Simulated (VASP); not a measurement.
# InP (F-43m) in VASP: single point with PBE

Aim: the single point of InP with PBE.

All numbers are computed with VASP 6.6.1; they aren't measurements. Logs are shortened: lines on timing, memory, paths and dates and some standing lists are left out, and cuts for length are marked.

## 1. The cell of the first run

The structure is cubic, space group F-43m (No. 216). The conventional cell has a = 5.861 Å, b = 5.861 Å, c = 5.861 Å, α = 90.00°, β = 90.00°, γ = 90.00°. In (site symmetry -43m) has 4 P at 2.54 Å within 3.3 Å. Within 3.3 Å of P (site symmetry -43m) lie 4 In at 2.54 Å.

## 2. Single point, PBE

INCAR reads:

```
PREC = Accurate
ENCUT = 520
EDIFF = 1E-7
ISMEAR = 0
SIGMA = 0.05
LREAL = Auto
LASPH = T
NELM = 80
ALGO = Normal
ISIF = 2
LWAVE = F
LCHARG = F
GGA = PE
NBANDS = 276
```

KPOINTS reads:

```
regular mesh
0
Gamma
  1 1 1
```

POSCAR reads:

```
InP
1.0
    0.0000000000      8.7915000000      8.7915000000
    8.7915000000      0.0000000000      8.7915000000
    8.7915000000      8.7915000000      0.0000000000
In P
27 27
Direct
    0.0000000000      0.0000000000      0.0000000000
    0.0000000000      0.0000000000      0.3333330000
    0.0000000000      0.0000000000      0.6666670000
    0.0000000000      0.3333330000      0.0000000000
    0.0000000000      0.3333330000      0.3333330000
    0.0000000000      0.3333330000      0.6666670000
    0.0000000000      0.6666670000      0.0000000000
    0.0000000000      0.6666670000      0.3333330000
    0.0000000000      0.6666670000      0.6666670000
    0.3333330000      0.0000000000      0.0000000000
    0.3333330000      0.0000000000      0.3333330000
    0.3333330000      0.0000000000      0.6666670000
    0.3333330000      0.3333330000      0.0000000000
    0.3333330000      0.3333330000      0.3333330000
    0.3333330000      0.3333330000      0.6666670000
    0.3333330000      0.6666670000      0.0000000000
    0.3333330000      0.6666670000      0.3333330000
    0.3333330000      0.6666670000      0.6666670000
    0.6666670000      0.0000000000      0.0000000000
    0.6666670000      0.0000000000      0.3333330000
    0.6666670000      0.0000000000      0.6666670000
    0.6666670000      0.3333330000      0.0000000000
    0.6666670000      0.3333330000      0.3333330000
    0.6666670000      0.3333330000      0.6666670000
    0.6666670000      0.6666670000      0.0000000000
    0.6666670000      0.6666670000      0.3333330000
    0.6666670000      0.6666670000      0.6666670000
    0.0833330000      0.0833330000      0.0833330000
    0.0833330000      0.0833330000      0.4166670000
    0.0833330000      0.0833330000      0.7500000000
    0.0833330000      0.4166670000      0.0833330000
    0.0833330000      0.4166670000      0.4166670000
    0.0833330000      0.4166670000      0.7500000000
    0.0833330000      0.7500000000      0.0833330000
    0.0833330000      0.7500000000      0.4166670000
    0.0833330000      0.7500000000      0.7500000000
    0.4166670000      0.0833330000      0.0833330000
    0.4166670000      0.0833330000      0.4166670000
    0.4166670000      0.0833330000      0.7500000000
    0.4166670000      0.4166670000      0.0833330000
    0.4166670000      0.4166670000      0.4166670000
    0.4166670000      0.4166670000      0.7500000000
    0.4166670000      0.7500000000      0.0833330000
    0.4166670000      0.7500000000      0.4166670000
    0.4166670000      0.7500000000      0.7500000000
    0.7500000000      0.0833330000      0.0833330000
    0.7500000000      0.0833330000      0.4166670000
    0.7500000000      0.0833330000      0.7500000000
    0.7500000000      0.4166670000      0.0833330000
    0.7500000000      0.4166670000      0.4166670000
    0.7500000000      0.4166670000      0.7500000000
    0.7500000000      0.7500000000      0.0833330000
    0.7500000000      0.7500000000      0.4166670000
    0.7500000000      0.7500000000      0.7500000000
```

Potentials or basis: VASP PAW PBE potentials, release 64 (In_d, P).

Started as:

```
$ cat potpaw_PBE.64/In_d/POTCAR potpaw_PBE.64/P/POTCAR > POTCAR
$ mpirun -np 1 vasp_gam > vasp.out
```

OUTCAR:

```text
PREC = Accurate
   ENCUT = 520
   EDIFF = 1E-7
   ISMEAR = 0
   LREAL = Auto
   LASPH = T
   NELM = 80
   ISIF = 2
   GGA = PE

 ion  position               nearest neighbor table
   1  0.000  0.000  0.000-  28 2.54  30 2.54  34 2.54  46 2.54
   2  0.000  0.000  0.333-  28 2.54  29 2.54  35 2.54  47 2.54
   3  0.000  0.000  0.667-  30 2.54  29 2.54  36 2.54  48 2.54
   4  0.000  0.333  0.000-  28 2.54  31 2.54  33 2.54  49 2.54
   5  0.000  0.333  0.333-  29 2.54  31 2.54  50 2.54  32 2.54
   6  0.000  0.333  0.667-  30 2.54  32 2.54  33 2.54  51 2.54
[... 46 lines left out ...]
  53  0.750  0.750  0.417-   8 2.54  20 2.54  26 2.54  27 2.54
  54  0.750  0.750  0.750-  27 2.54  21 2.54  25 2.54   9 2.54

  LATTYP: Found a face centered cubic cell.
 ALAT       =    17.5830000000

  Lattice vectors:

 A1 = (   0.0000000000,   8.7915000000,   8.7915000000)
 A2 = (   8.7915000000,   0.0000000000,   8.7915000000)
 A3 = (   8.7915000000,   8.7915000000,   0.0000000000)

Analysis of symmetry for initial positions (statically):
=====================================================================
 Subroutine PRICEL returns following result:

  LATTYP: Found a face centered cubic cell.
 ALAT       =     5.8609941390

  Lattice vectors:

 A1 = (   0.0000000000,   2.9304970695,   2.9304970695)
 A2 = (   2.9304970695,   0.0000000000,   2.9304970695)
 A3 = (   2.9304970695,   2.9304970695,   0.0000000000)

  27 primitive cells build up your supercell.

 Routine SETGRP: Setting up the symmetry group for a
 face centered cubic supercell.

 Subroutine GETGRP returns: Found 24 space group operations
 (whereof 24 operations were pure point group operations)
 out of a pool of 48 trial point group operations.

The static configuration has the point symmetry T_d .

Analysis of symmetry for dynamics (positions and initial velocities):
=====================================================================
 Subroutine PRICEL returns following result:

  LATTYP: Found a face centered cubic cell.
 ALAT       =     5.8609941390

  Lattice vectors:

 A1 = (   0.0000000000,   2.9304970695,   2.9304970695)
 A2 = (   2.9304970695,   0.0000000000,   2.9304970695)
 A3 = (   2.9304970695,   2.9304970695,   0.0000000000)

  27 primitive cells build up your supercell.

 Routine SETGRP: Setting up the symmetry group for a
 face centered cubic supercell.

 Subroutine GETGRP returns: Found 24 space group operations
 (whereof 24 operations were pure point group operations)
 out of a pool of 48 trial point group operations.

The dynamic configuration has the point symmetry T_d .

 Subroutine INISYM returns: Found 24 space group operations
 (whereof 24 operations are pure point group operations),
 and found    27 'primitive' translations

----------------------------------------------------------------------------------------

                                     Primitive cell

  volume of cell :      50.3331

  direct lattice vectors                    reciprocal lattice vectors
     0.000000000  2.930497070  2.930497070    -0.170619519  0.170619519  0.170619519
     2.930497070  0.000000000  2.930497070     0.170619519 -0.170619519  0.170619519
     2.930497070  2.930497070  0.000000000     0.170619519  0.170619519 -0.170619519

  length of vectors
     4.144348700  4.144348700  4.144348700     0.295521675  0.295521675  0.295521675

  position of ions in fractional coordinates (direct lattice)
     0.000000000  0.000000000  0.000000000
     0.249999250  0.249999250  0.249999250

  ion indices of the primitive-cell ions
   primitive index   ion index
                 1           1
                 2          28

----------------------------------------------------------------------------------------

 KPOINTS: regular mesh

Automatic generation of k-mesh.
 Grid dimensions read from file:
 generate k-points for:    1    1    1

 Generating k-lattice:

  Cartesian coordinates                     Fractional coordinates (reciprocal lattice)
    -0.056873116  0.056873116  0.056873116     1.000000000  0.000000000  0.000000000
     0.056873116 -0.056873116  0.056873116     0.000000000  1.000000000  0.000000000
     0.056873116  0.056873116 -0.056873116     0.000000000  0.000000000  1.000000000

  Length of vectors
     0.098507127  0.098507127  0.098507127

  Shift w.r.t. Gamma in fractional coordinates (k-lattice)
     0.000000000  0.000000000  0.000000000

 Subroutine IBZKPT returns following result:
 ===========================================

 Found      1 irreducible k-points:

 Following reciprocal coordinates:
            Coordinates               Weight
  0.000000  0.000000  0.000000      1.000000
   k-points           NKPTS =      1   k-points in BZ     NKDIM =      1   number of bands    NBANDS=    276
   number of dos      NEDOS =    301   number of ions     NIONS =     54
   total plane-waves  NPLWV = 884736
   dimension x,y,z NGX =    96 NGY =   96 NGZ =   96
   dimension x,y,z NGXF=   192 NGYF=  192 NGZF=  192
   ions per type =              27  27
   NGX,Y,Z   is equivalent  to a cutoff of  12.84, 12.84, 12.84 a.u.
   NGXF,Y,Z  is equivalent  to a cutoff of  25.67, 25.67, 25.67 a.u.
 SYSTEM =  unknown system
   PREC   = accura    normal or accurate (medium, high low for compatibility)
   ISTART =      0    job   : 0-new  1-cont  2-samecut
   ICHARG =      2    charge: 1-file 2-atom 10-const
   ISPIN  =      1    spin polarized calculation?
   LNONCOLLINEAR =      F non collinear calculations
   LSORBIT =      F    spin-orbit coupling
   LASPH  =      T    aspherical Exc in radial PAW
   ENCUT  =  520.0 eV  38.22 Ry    6.18 a.u.  23.12 23.12 23.12*2*pi/ulx,y,z
   NELM   =     80;   NELMIN=  2; NELMDL= -5     # of ELM steps
   EDIFF  = 0.1E-06   stopping-criterion for ELM
   LREAL  =      T    real-space projection
   EDIFFG = 0.1E-05   stopping-criterion for IOM
   NSW    =      0    number of steps for IOM
   IBRION =     -1    ionic relax: 0-MD 1-quasi-New 2-CG
   NFREE  =      0    steps in history (QN), initial steepest desc. (CG)
   ISIF   =      2    stress and relaxation
   ISYM   =      2    0-nonsym 1-usesym 2-fastsym
   POTIM  = 0.5000    time-step for ionic-motion
   TEBEG  =    0.0;   TEEND  =   0.0 temperature during run
   PSTRESS=    0.0 pullay stress
   NELECT =     486.0000    total number of electrons
   NUPDOWN=      -1.0000    fix difference up-down
   EMIN   =  10.00;   EMAX   =-10.00  energy-range for DOS
   EFERMI =   0.00;   METHOD = LEGACY
   ISMEAR =     0;   SIGMA  =   0.05  broadening in eV -4-tet -1-fermi 0-gaus
   EFERMI_NEDOS =   21; number of points for ismear=-14 and -15
   IALGO  =     38    algorithm
   IMIX   =      4    mixing-type and parameters
     AMIX     =   0.40;   BMIX     =  1.00
     AMIX_MAG =   1.60;   BMIX_MAG =  1.00
  volume/ion in A,a.u.               =      25.17       169.83
  Fermi-wavevector in a.u.,A,eV,Ry     =   1.162021  2.195901 18.371846  1.350293
  Thomas-Fermi vector in A             =   2.298587
   LORBIT       =      0    0 simple, 1 ext, 2 COOP (PROOUT), +10 PAW based schemes
   GGA     = PE    functional components
   LHFCALC =     F    Hartree Fock is set to
   AEXX    =    0.0000 exact exchange contribution
   IVDW    =     0    specifies the selected vdW correction
   LEPSILON=     F    determine dielectric tensor
   LRPA    =     F    only Hartree local field effects (RPA)
 non-spin polarized calculation
 Gauss-broadening in eV      SIGMA  =   0.05
  energy-cutoff  :      520.00
  volume of cell :     1359.00
 maximum number of plane-waves:     18331
 NGX is ok and might be reduce to    96
   NGX = 47   NGY = 47   NGZ = 47

 number of electron     486.0000131 magnetization

 Free energy of the ion-electron system (eV)
  ---------------------------------------------------
  ext. energy  EPLUGINS =         0.00000000
  ---------------------------------------------------
  free energy    TOTEN  =      -215.61659530 eV

  energy without entropy =     -215.61659530  energy(sigma->0) =     -215.61659530

 E-fermi :   5.5647     XC(G=0):  -9.2248

 val. band max:        5.3123963577   @ k =   0.0000   0.0000   0.0000
 cond. band min:       5.9893752600   @ k =   0.0000   0.0000   0.0000
 fundamental gap:      0.6769789022
 Fermi energy:         5.5646674036

 k-point     1 :       0.0000    0.0000    0.0000
  band No.  band energies     occupation
      1      -9.1420      2.00000
      2      -9.1420      2.00000
      3      -9.1420      2.00000
      4      -9.1420      2.00000
      5      -9.1420      2.00000
      6      -9.1420      2.00000
[... 247 lines left out ...]
    254       7.2932      0.00000
    255       7.2932      0.00000
 [bands above 255 left out]

------------------------ aborting loop because EDIFF is reached ----------------------------------------

  FORCE on cell =-STRESS in cart. coord.  units (eV):
  Direction    XX          YY          ZZ          XY          YZ          ZX
  --------------------------------------------------------------------------------------
  -------------------------------------------------------------------------------------
  Total       34.8700792     34.8700792     34.8700792      0.0000000     -0.0000000      0.0000000
  in kB       41.1097257     41.1097257     41.1097257      0.0000000     -0.0000000      0.0000000
  external PRESSURE =      41.1097257 kB  Pullay stress =       0.0000000 kB

 VOLUME and BASIS-vectors are now :
 -----------------------------------------------------------------------------
  energy-cutoff  :      520.00
  volume of cell :     1359.00
      direct lattice vectors                 reciprocal lattice vectors
     0.000000000  8.791500000  8.791500000    -0.056873116  0.056873116  0.056873116
     8.791500000  0.000000000  8.791500000     0.056873116 -0.056873116  0.056873116
     8.791500000  8.791500000  0.000000000     0.056873116  0.056873116 -0.056873116

 POSITION                                       TOTAL-FORCE (eV/Angst)
 -----------------------------------------------------------------------------------
      0.00000      0.00000      0.00000        -0.000000     -0.000000      0.000000
      2.93050      2.93050      0.00000        -0.000000      0.000000     -0.000000
      5.86100      5.86100      0.00000        -0.000000     -0.000000     -0.000000
      2.93050      0.00000      2.93050        -0.000000     -0.000000     -0.000000
      5.86099      2.93050      2.93050        -0.000000      0.000000      0.000000
      8.79150      5.86100      2.93050        -0.000000     -0.000000     -0.000000
[... 46 lines left out ...]
     10.25675     10.25675     13.18725         0.000000      0.000000      0.000000
     13.18725     13.18725     13.18725         0.000000      0.000000      0.000000
 -----------------------------------------------------------------------------------
    total drift:                               -0.000002     -0.000002     -0.000000

  FREE ENERGIE OF THE ION-ELECTRON SYSTEM (eV)
  ---------------------------------------------------
  free  energy   TOTEN  =      -215.6165953018 eV

  energy  without entropy=     -215.6165953018  energy(sigma->0) =     -215.61659530
```

Run time: 27 min. Hardware: 1 thread of Intel Xeon 8259CL, shared host; peak memory 1.5 GiB.

Results:

```yaml
Free_energy: -215.6166 eV
Pressure: 4.1 GPa
Band_gap_on_the_k_mesh: 0.68 eV
```

Caveat: the k points lie up to 0.62 Å⁻¹ apart; semilocal functionals underestimate gaps, and a narrow one can read as zero; spin-orbit coupling is left out, which moves the levels of the heavy elements; an odd mesh through Γ misses points on the zone boundary, where band edges can lie.
